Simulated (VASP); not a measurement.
# PbS (Fm-3m) in VASP: further runs

The runs below take PbS through single point, with PBE.

Program: VASP 6.6.1. These are calculated values, not measurements. Logs are shortened: lines on timing, memory, paths and dates and some standing lists are left out, and cuts for length are marked.

## (1) The cell of the first run

Symmetry: Fm-3m, No. 225, cubic system. The conventional cell has a = 5.950 Å, b = 5.950 Å, c = 5.950 Å, α = 90.00°, β = 90.00°, γ = 90.00°. Pb (site symmetry m-3m) has 6 S at 2.97 Å within 3.9 Å. S (site symmetry m-3m) has 6 Pb at 2.97 Å within 3.9 Å.

## (2) Single point, PBE

Input file INCAR:

```
PREC = Accurate
ENCUT = 520
EDIFF = 1E-6
ISMEAR = 0
SIGMA = 0.05
LREAL = F
LASPH = T
NELM = 100
ALGO = Normal
ISIF = 2
LWAVE = F
LCHARG = T
GGA = PE
LELF = T
LVHAR = T
NBANDS = 17
```

Input file KPOINTS:

```
regular mesh
0
Gamma
  10 10 10
```

Input file POSCAR:

```
PbS
1.0
    0.0000000000      2.9748517449      2.9748517449
    2.9748517449      0.0000000000      2.9748517449
    2.9748517449      2.9748517449      0.0000000000
Pb S
1 1
Direct
    0.5000000000      0.5000000000      0.5000000000
    0.0000000000      0.0000000000      0.0000000000
```

Potentials or basis: VASP PAW PBE potentials, release 64 (Pb_d, S).

Launch:

```bash
> cat potpaw_PBE.64/Pb_d/POTCAR potpaw_PBE.64/S/POTCAR > POTCAR
> mpirun -np 1 vasp_std > vasp.out
```

OUTCAR:

```text
PREC = Accurate
   ENCUT = 520
   EDIFF = 1E-6
   ISMEAR = 0
   LREAL = F
   LASPH = T
   NELM = 100
   ISIF = 2
   GGA = PE

 ion  position               nearest neighbor table
   1  0.500  0.500  0.500-   2 2.97   2 2.97   2 2.97   2 2.97   2 2.97   2 2.97
   2  0.000  0.000  0.000-   1 2.97   1 2.97   1 2.97   1 2.97   1 2.97   1 2.97

  LATTYP: Found a face centered cubic cell.
 ALAT       =     5.9497034898

  Lattice vectors:

 A1 = (   0.0000000000,   2.9748517449,   2.9748517449)
 A2 = (   2.9748517449,   0.0000000000,   2.9748517449)
 A3 = (   2.9748517449,   2.9748517449,   0.0000000000)

Analysis of symmetry for initial positions (statically):
=====================================================================
 Subroutine PRICEL returns:
 Original cell was already a primitive cell.

 Routine SETGRP: Setting up the symmetry group for a
 face centered cubic supercell.

 Subroutine GETGRP returns: Found 48 space group operations
 (whereof 48 operations were pure point group operations)
 out of a pool of 48 trial point group operations.

The static configuration has the point symmetry O_h .

Analysis of symmetry for dynamics (positions and initial velocities):
=====================================================================
 Subroutine PRICEL returns:
 Original cell was already a primitive cell.

 Routine SETGRP: Setting up the symmetry group for a
 face centered cubic supercell.

 Subroutine GETGRP returns: Found 48 space group operations
 (whereof 48 operations were pure point group operations)
 out of a pool of 48 trial point group operations.

The dynamic configuration has the point symmetry O_h .

 Subroutine INISYM returns: Found 48 space group operations
 (whereof 48 operations are pure point group operations),
 and found     1 'primitive' translations

----------------------------------------------------------------------------------------

                                     Primitive cell

  volume of cell :      52.6533

  direct lattice vectors                    reciprocal lattice vectors
     0.000000000  2.974851745  2.974851745    -0.168075603  0.168075603  0.168075603
     2.974851745  0.000000000  2.974851745     0.168075603 -0.168075603  0.168075603
     2.974851745  2.974851745  0.000000000     0.168075603  0.168075603 -0.168075603

  length of vectors
     4.207075684  4.207075684  4.207075684     0.291115483  0.291115483  0.291115483

  position of ions in fractional coordinates (direct lattice)
     0.500000000  0.500000000  0.500000000
     0.000000000  0.000000000  0.000000000

  ion indices of the primitive-cell ions
   primitive index   ion index
                 1           1
                 2           2

----------------------------------------------------------------------------------------

 KPOINTS: regular mesh

Automatic generation of k-mesh.
 Grid dimensions read from file:
 generate k-points for:   10   10   10

 Generating k-lattice:

  Cartesian coordinates                     Fractional coordinates (reciprocal lattice)
    -0.016807560  0.016807560  0.016807560     0.100000000  0.000000000  0.000000000
     0.016807560 -0.016807560  0.016807560     0.000000000  0.100000000  0.000000000
     0.016807560  0.016807560 -0.016807560     0.000000000  0.000000000  0.100000000

  Length of vectors
     0.029111548  0.029111548  0.029111548

  Shift w.r.t. Gamma in fractional coordinates (k-lattice)
     0.000000000  0.000000000  0.000000000

 Subroutine IBZKPT returns following result:
 ===========================================

 Found     47 irreducible k-points:

 Following reciprocal coordinates:
            Coordinates               Weight
  0.000000  0.000000  0.000000      1.000000
  0.100000  0.000000  0.000000      8.000000
  0.200000  0.000000  0.000000      8.000000
  0.300000  0.000000  0.000000      8.000000
  0.400000  0.000000  0.000000      8.000000
  0.500000  0.000000  0.000000      4.000000
[... 16 lines left out ...]
  0.300000  0.300000  0.000000      6.000000
  0.400000  0.300000  0.000000     24.000000
 [... further k-points ...]
   k-points           NKPTS =     47   k-points in BZ     NKDIM =     47   number of bands    NBANDS=     17
   number of dos      NEDOS =    301   number of ions     NIONS =      2
   total plane-waves  NPLWV =  32768
   dimension x,y,z NGX =    32 NGY =   32 NGZ =   32
   dimension x,y,z NGXF=    64 NGYF=   64 NGZF=   64
   ions per type =               1   1
   NGX,Y,Z   is equivalent  to a cutoff of  12.65, 12.65, 12.65 a.u.
   NGXF,Y,Z  is equivalent  to a cutoff of  25.29, 25.29, 25.29 a.u.
 SYSTEM =  unknown system
   PREC   = accura    normal or accurate (medium, high low for compatibility)
   ISTART =      0    job   : 0-new  1-cont  2-samecut
   ICHARG =      2    charge: 1-file 2-atom 10-const
   ISPIN  =      1    spin polarized calculation?
   LNONCOLLINEAR =      F non collinear calculations
   LSORBIT =      F    spin-orbit coupling
   LASPH  =      T    aspherical Exc in radial PAW
   ENCUT  =  520.0 eV  38.22 Ry    6.18 a.u.   7.82  7.82  7.82*2*pi/ulx,y,z
   NELM   =    100;   NELMIN=  2; NELMDL= -5     # of ELM steps
   EDIFF  = 0.1E-05   stopping-criterion for ELM
   LREAL  =      F    real-space projection
   EDIFFG = 0.1E-04   stopping-criterion for IOM
   NSW    =      0    number of steps for IOM
   IBRION =     -1    ionic relax: 0-MD 1-quasi-New 2-CG
   NFREE  =      0    steps in history (QN), initial steepest desc. (CG)
   ISIF   =      2    stress and relaxation
   ISYM   =      2    0-nonsym 1-usesym 2-fastsym
   POTIM  = 0.5000    time-step for ionic-motion
   TEBEG  =    0.0;   TEEND  =   0.0 temperature during run
   PSTRESS=    0.0 pullay stress
   NELECT =      20.0000    total number of electrons
   NUPDOWN=      -1.0000    fix difference up-down
   EMIN   =  10.00;   EMAX   =-10.00  energy-range for DOS
   EFERMI =   0.00;   METHOD = LEGACY
   ISMEAR =     0;   SIGMA  =   0.05  broadening in eV -4-tet -1-fermi 0-gaus
   EFERMI_NEDOS =   21; number of points for ismear=-14 and -15
   IALGO  =     38    algorithm
   IMIX   =      4    mixing-type and parameters
     AMIX     =   0.40;   BMIX     =  1.00
     AMIX_MAG =   1.60;   BMIX_MAG =  1.00
  volume/ion in A,a.u.               =      26.33       177.66
  Fermi-wavevector in a.u.,A,eV,Ry     =   1.185613  2.240483 19.125403  1.405677
  Thomas-Fermi vector in A             =   2.321803
   LORBIT       =      0    0 simple, 1 ext, 2 COOP (PROOUT), +10 PAW based schemes
   GGA     = PE    functional components
   LHFCALC =     F    Hartree Fock is set to
   AEXX    =    0.0000 exact exchange contribution
   IVDW    =     0    specifies the selected vdW correction
   LEPSILON=     F    determine dielectric tensor
   LRPA    =     F    only Hartree local field effects (RPA)
 non-spin polarized calculation
 Gauss-broadening in eV      SIGMA  =   0.05
  energy-cutoff  :      520.00
  volume of cell :       52.65
 maximum number of plane-waves:      1430
   NGX = 15   NGY = 15   NGZ = 15

 number of electron      20.0000000 magnetization

 Free energy of the ion-electron system (eV)
  ---------------------------------------------------
  ext. energy  EPLUGINS =         0.00000000
  ---------------------------------------------------
  free energy    TOTEN  =        -8.76143946 eV

  energy without entropy =       -8.76143946  energy(sigma->0) =       -8.76143946

 E-fermi :   5.8909     XC(G=0):  -9.6389

 val. band max:        5.6926737942   @ k =   0.5000   0.0000   0.0000
 cond. band min:       6.0899907965   @ k =   0.5000   0.0000   0.0000
 fundamental gap:      0.3973170022
 Fermi energy:         5.8909215513

 k-point     1 :       0.0000    0.0000    0.0000
  band No.  band energies     occupation
      1     -11.1077      2.00000
      2     -11.1077      2.00000
      3     -11.1077      2.00000
      4     -11.0910      2.00000
      5     -11.0910      2.00000
      6      -7.8122      2.00000
[... 9 lines left out ...]
     16      12.4561      0.00000
     17      14.3872      0.00000

 k-point     2 :       0.1000    0.0000    0.0000
  band No.  band energies     occupation
      1     -11.1072      2.00000
      2     -11.1054      2.00000
      3     -11.1054      2.00000
      4     -11.0919      2.00000
      5     -11.0919      2.00000
      6      -7.7277      2.00000
[... 9 lines left out ...]
     16      12.7052      0.00000
     17      15.2144      0.00000

 k-point     3 :       0.2000    0.0000    0.0000
  band No.  band energies     occupation
      1     -11.1066      2.00000
      2     -11.1066      2.00000
      3     -11.1061      2.00000
      4     -11.0871      2.00000
      5     -11.0870      2.00000
      6      -7.4857      2.00000
[... 9 lines left out ...]
     16      13.2792      0.00000
     17      16.7529      0.00000

 k-point     4 :       0.3000    0.0000    0.0000
  band No.  band energies     occupation
      1     -11.1141      2.00000
      2     -11.1141      2.00000
      3     -11.1051      2.00000
      4     -11.0749      2.00000
      5     -11.0749      2.00000
      6      -7.1290      2.00000
[... 9 lines left out ...]
     16      14.1236      0.00000
     17      18.0288      0.00000
[... 343 lines left out ...]
      1     -11.1204      2.00000
      2     -11.1078      2.00000
      3     -11.1013      2.00000
      4     -11.0861      2.00000
      5     -11.0740      2.00000
      6      -7.0000      2.00000
[... 9 lines left out ...]
     16      15.5783      0.00000
     17      15.9631      0.00000

 k-point    23 :       0.3000    0.3000    0.0000
  band No.  band energies     occupation
      1     -11.1717      2.00000
      2     -11.1237      2.00000
      3     -11.0747      2.00000
      4     -11.0699      2.00000
      5     -11.0699      2.00000
      6      -6.8725      2.00000
[... 9 lines left out ...]
     16      16.2542      0.00000
     17      16.5738      0.00000

 k-point    24 :       0.4000    0.3000    0.0000
  band No.  band energies     occupation
      1     -11.1912      2.00000
      2     -11.1236      2.00000
      3     -11.0776      2.00000
      4     -11.0637      2.00000
      5     -11.0589      2.00000
      6      -6.5876      2.00000
[... 9 lines left out ...]
     16      16.7124      0.00000
     17      17.3662      0.00000

 [... further k-points ...]
[... 5 lines left out ...]
  --------------------------------------------------------------------------------------
  -------------------------------------------------------------------------------------
  Total        0.5224205      0.5224205      0.5224205      0.0000000     -0.0000000      0.0000000
  in kB       15.8966198     15.8966198     15.8966198      0.0000000     -0.0000000      0.0000000
  external PRESSURE =      15.8966198 kB  Pullay stress =       0.0000000 kB

 VOLUME and BASIS-vectors are now :
 -----------------------------------------------------------------------------
  energy-cutoff  :      520.00
  volume of cell :       52.65
      direct lattice vectors                 reciprocal lattice vectors
     0.000000000  2.974851745  2.974851745    -0.168075603  0.168075603  0.168075603
     2.974851745  0.000000000  2.974851745     0.168075603 -0.168075603  0.168075603
     2.974851745  2.974851745  0.000000000     0.168075603  0.168075603 -0.168075603

 POSITION                                       TOTAL-FORCE (eV/Angst)
 -----------------------------------------------------------------------------------
      2.97485      2.97485      2.97485         0.000000      0.000000      0.000000
      0.00000      0.00000      0.00000         0.000000     -0.000000     -0.000000
 -----------------------------------------------------------------------------------
    total drift:                                0.000000     -0.000000      0.000000

  FREE ENERGIE OF THE ION-ELECTRON SYSTEM (eV)
  ---------------------------------------------------
  free  energy   TOTEN  =        -8.7614394632 eV

  energy  without entropy=       -8.7614394632  energy(sigma->0) =       -8.76143946
```

Run time: 25 s. Hardware: 1 thread of Intel Xeon 6975P-C, shared host; peak memory 0.2 GiB.

What came out:

```
Free energy            : -8.7614 eV
Pressure               : 1.6 GPa
Band gap on the k mesh : 0.40 eV, direct
```

Levels at points of the mesh, in eV from the valence-band top:
```
           k point  band 6  band 7  band 8  band 9  band 10  band 11  band 12  band 13  band 14  band 15
(0.00, 0.00, 0.00)  -13.50   -6.04   -2.12   -2.12    -2.12     5.19     5.19     5.19     6.76     6.76
(0.50, 0.00, 0.00)  -12.29   -8.79   -1.73   -1.73     0.00     0.40     1.99     1.99     8.66    10.15
(0.50, 0.50, 0.00)  -11.87   -7.18   -5.11   -3.37    -3.37     3.91     5.55     5.66     5.66    11.17
```

Caveat: spin-orbit coupling is left out, which moves the levels of the heavy elements.

## (3) Single point, PBE

This run uses another cell than the first one, of 26.62 Å³/atom, 1.011 times its volume.

Input file INCAR:

```
SYSTEM = PbS
  PREC = Accurate
  ENCUT = 520
  EDIFF = 1E-7
  ISMEAR = 0
  SIGMA = 0.05
  LREAL = .FALSE.
  LASPH = .TRUE.
  NELM = 100
  ALGO = Normal
  ISIF = 2
  LWAVE = .FALSE.
  LCHARG = .FALSE.
  GGA = PE
  NBANDS = 17
```

Input file KPOINTS:

```
regular mesh
0
G
  10 10 10
  0 0 0
```

Input file POSCAR:

```
PbS
1.0
    0.0000000000      2.9858821877      2.9858821877
    2.9858821877      0.0000000000      2.9858821877
    2.9858821877      2.9858821877      0.0000000000
Pb S
1 1
Direct
    0.5000000000      0.5000000000      0.5000000000
    0.0000000000      0.0000000000      0.0000000000
```

Potentials or basis: VASP PAW PBE potentials, release 64 (Pb_d, S).

Launch:

```bash
> cat potpaw_PBE.64/Pb_d/POTCAR potpaw_PBE.64/S/POTCAR > POTCAR
> mpirun -np 1 vasp_std > vasp.out
```

Run time: 27 s. Hardware: 1 thread of Intel Xeon 6975P-C, shared host; peak memory 0.19 GiB.

It converged, with:

| Quantity | Value |
| --- | --- |
| Free energy | -8.7664 eV |
| Pressure | 1.0 GPa |
| Band gap on the k mesh | 0.44 eV, direct |

Levels at points of the mesh, in eV from the valence-band top:
| k point | band 6 | band 7 | band 8 | band 9 | band 10 | band 11 | band 12 | band 13 | band 14 | band 15 |
| --- | --- | --- | --- | --- | --- | --- | --- | --- | --- | --- |
| (0.00, 0.00, 0.00) | -13.39 | -6.05 | -2.05 | -2.05 | -2.05 | 5.17 | 5.17 | 5.17 | 6.80 | 6.80 |
| (0.50, 0.00, 0.00) | -12.20 | -8.71 | -1.68 | -1.68 | 0.00 | 0.44 | 2.03 | 2.03 | 8.66 | 10.18 |
| (0.50, 0.50, 0.00) | -11.81 | -7.15 | -5.00 | -3.29 | -3.29 | 3.97 | 5.53 | 5.63 | 5.63 | 11.18 |

Caveat: spin-orbit coupling is left out, which moves the levels of the heavy elements. A k mesh can miss the band edges.

## (4) Single point, PBE

This run uses another cell than the first one, of 27.12 Å³/atom, 1.030 times its volume.

Input file INCAR:

```
  ALGO = Normal
  EDIFF = 1E-6
  ENCUT = 520
  GGA = PE
  ISIF = 2
  ISMEAR = 0
  LASPH = T
  LCHARG = T
  LELF = T
  LREAL = F
  LVHAR = T
  LWAVE = F
  NBANDS = 17
  NELM = 100
  PREC = Accurate
  SIGMA = 0.05
```

Input file KPOINTS:

```
k-points
0
Gamma
  10 10 10
```

Input file POSCAR:

```
PbS
1.0
    0.0000000000      3.0045317606      3.0045317606
    3.0045317606      0.0000000000      3.0045317606
    3.0045317606      3.0045317606      0.0000000000
Pb S
1 1
Direct
    0.5000000000      0.5000000000      0.5000000000
    0.0000000000      0.0000000000      0.0000000000
```

Launch:

```bash
> cat potpaw_PBE.64/Pb_d/POTCAR potpaw_PBE.64/S/POTCAR > POTCAR
> mpirun -np 1 vasp_std > vasp.out
```

Run time: 30 s. Hardware: 1 thread of Intel Xeon 6975P-C, shared host; peak memory 0.2 GiB.

The run converged. Its results:

| Quantity | Value |
| --- | --- |
| Free energy | -8.7695 eV |
| Pressure | -0.1 GPa |
| Band gap on the k mesh | 0.50 eV, direct |

Levels at points of the mesh, in eV from the valence-band top:
| k point | band 6 | band 7 | band 8 | band 9 | band 10 | band 11 | band 12 | band 13 | band 14 | band 15 |
| --- | --- | --- | --- | --- | --- | --- | --- | --- | --- | --- |
| (0.00, 0.00, 0.00) | -13.21 | -6.07 | -1.94 | -1.94 | -1.94 | 5.14 | 5.14 | 5.14 | 6.87 | 6.87 |
| (0.50, 0.00, 0.00) | -12.07 | -8.59 | -1.58 | -1.58 | 0.00 | 0.50 | 2.08 | 2.08 | 8.65 | 10.22 |
| (0.50, 0.50, 0.00) | -11.70 | -7.11 | -4.83 | -3.15 | -3.15 | 4.07 | 5.48 | 5.57 | 5.57 | 11.18 |

Caveat: spin-orbit coupling is left out, which moves the levels of the heavy elements.

## (5) Overview

```tsv
cell	gap on the mesh (eV)	pressure (GPa)
a = 4.207 Å, angles 60.0°, 2 atoms	0.40	1.6
a = 4.223 Å, angles 60.0°, 2 atoms	0.44	1.0
a = 4.249 Å, angles 60.0°, 2 atoms	0.50	-0.1
```

Alike in all rows: task single point; level PBE; potentials or basis VASP PAW PBE potentials, release 64 (Pb_d, S); no spin polarisation; k mesh 10 × 10 × 10; cutoff (eV) 520; smearing gaussian 0.05 eV.

Caveats: spin-orbit coupling is left out, which moves the levels of the heavy elements.

Total energies depend on the potentials used, so only differences within one code and one set of settings carry meaning.
